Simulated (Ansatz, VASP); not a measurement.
## One calculation of BaZnSbF, two programs

File INCAR:

```
SYSTEM = BaZnSbF
PREC     = Accurate       ! precision mode
ENCUT    = 600            ! plane-wave cutoff, eV
EDIFF    = 1E-6           ! SCF threshold, eV
ISMEAR   = -1             ! smearing method
SIGMA    = 0.02           ! smearing width, eV
LREAL    = .FALSE.        ! projectors in reciprocal space
LASPH    = .TRUE.         ! aspherical terms in the spheres
NELM     = 120            ! most SCF steps
ALGO     = Normal         ! electronic algorithm
ISIF     = 2              ! what is computed and relaxed
LWAVE    = .FALSE.        ! write WAVECAR
LCHARG   = .TRUE.         ! write CHGCAR
GGA      = PE             ! functional
LELF     = .TRUE.         ! ELF
LVHAR    = .TRUE.       
NBANDS   = 44             ! bands
GGA_COMPAT= .FALSE.
```

Contents of KPOINTS:

```
regular mesh
0
G
  6 6 2
  0 0 0
```

The input POSCAR:

```
BaZnSbF
1.0
    4.3896928154      0.0000000000      0.0000000000
    0.0000000000      4.3896928154      0.0000000000
    0.0000000000      0.0000000000      9.6438143443
Ba Zn Sb F
2 2 2 2
Direct
    0.0000000000      0.5000000000      0.3503227621
    0.5000000000      0.0000000000      0.6496772379
    0.5000000000      0.5000000000      0.0000000000
    0.0000000000      0.0000000000      0.0000000000
    0.5000000000      0.0000000000      0.1662770925
    0.0000000000      0.5000000000      0.8337229075
    0.5000000000      0.5000000000      0.5000000000
    0.0000000000      0.0000000000      0.5000000000
```

Input for Ansatz:

```yaml
crystal:
  lattice:
    - [4.3896928154, 0.0, 0.0]
    - [0.0, 4.3896928154, 0.0]
    - [0.0, 0.0, 9.6438143443]
  atoms:
    - { symbol: Ba, position: [0.0, 0.5, 0.3503227621] }
    - { symbol: Ba, position: [0.5, 0.0, 0.6496772379] }
    - { symbol: Zn, position: [0.5, 0.5, 0.0] }
    - { symbol: Zn, position: [0.0, 0.0, 0.0] }
    - { symbol: Sb, position: [0.5, 0.0, 0.1662770925] }
    - { symbol: Sb, position: [0.0, 0.5, 0.8337229075] }
    - { symbol: F, position: [0.5, 0.5, 0.5] }
    - { symbol: F, position: [0.0, 0.0, 0.5] }
kpoints:
  mp_grid: { grid: [6, 6, 2] }
hamiltonian:
  xc: pbe
scf:
  occupations: { method: fermi_dirac, width: 0.02 }
  n_extra_bands: 6
output:
  forces: true
  stress: true
  eigenvalues: true
```

Alike in both runs: task single point; functional PBE; k mesh 6 × 6 × 2; occupations fermi-dirac, width 0.02 eV; no spin polarisation.

```csv
,VASP,Ansatz
version,VASP 6.6.1,Ansatz 0.2.0
potentials or method,"VASP PAW PBE potentials, release 64 (Ba_sv, Zn, Sb, F)","plane waves, PAW"
plane-wave cutoff (eV),600,420
valence electrons in the cell,68,88
```

|  | VASP | Ansatz | Ansatz less VASP |
| --- | --- | --- | --- |
| pressure (GPa) | 4.2 | 3.5 | -0.71 |
| traceless stress, the component that is largest in VASP (GPa) | -0.32 | -0.28 | +0.040 |
| rms of the force components (eV/Å) | 0.138 | 0.115 | -0.0236 |

Atom by atom the forces differ by 0.036 eV/Å (rms over components). VASP's potentials hold 68 valence electrons a cell and Ansatz's 88, so a difference there can come from the potentials and not from the codes.

Spin-orbit coupling is off throughout.
